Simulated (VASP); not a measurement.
Input of a VASP 6.6.1 run:

File INCAR:

```
SYSTEM = Mo
  PREC = Accurate
  ENCUT = 600
  EDIFF = 1E-6
  ISMEAR = -1
  SIGMA = 0.1
  LREAL = .FALSE.
  LASPH = .TRUE.
  NELM = 100
  ALGO = Normal
  ISIF = 3
  LWAVE = .FALSE.
  LCHARG = .FALSE.
  GGA = PS
  IBRION = 2
  NSW = 100
  EDIFFG = -0.002
  PSTRESS = 10.0
```

KPOINTS

```
Automatic mesh
0
G
  24 24 24
  0 0 0
```

POSCAR

```
Mo
1.0
   -1.5649307107      1.5649307107      1.5649307107
    1.5649307107     -1.5649307107      1.5649307107
    1.5649307107      1.5649307107     -1.5649307107
Mo
1
Direct
    0.0000000000      0.0000000000      0.0000000000
```

Potentials or basis: VASP PAW PBE potentials, release 64 (Mo_sv).

The run is started by

```console
$ cat potpaw_PBE.64/Mo_sv/POTCAR > POTCAR
$ mpirun -np 1 vasp_std > vasp.out
```

**Question.** What does it give for the relaxed cell?

**Answer.** a = 2.709 Å, b = 2.709 Å, c = 2.709 Å, α = 109.47°, β = 109.47°, γ = 109.47°.

**Question.** What does it give for the relaxed volume?

**Answer.** 15.30 Å³/atom.

**Question.** What does it give for the band gap on the k mesh?

**Answer.** Zero (band 7 reaches 16.95 eV, above the bottom of band 8 at 11.40 eV).

Final structure:
```
Mo
1.0
    -1.56394    1.56394    1.56394
     1.56394   -1.56394    1.56394
     1.56394    1.56394   -1.56394
Mo
1
Direct
  0.00000 0.00000 0.00000
```

Caveat: the cell is relaxed towards a set pressure, so the enthalpy falls and the energy may rise; the PAW data sets were made with another functional, which shifts forces and pressure a little.
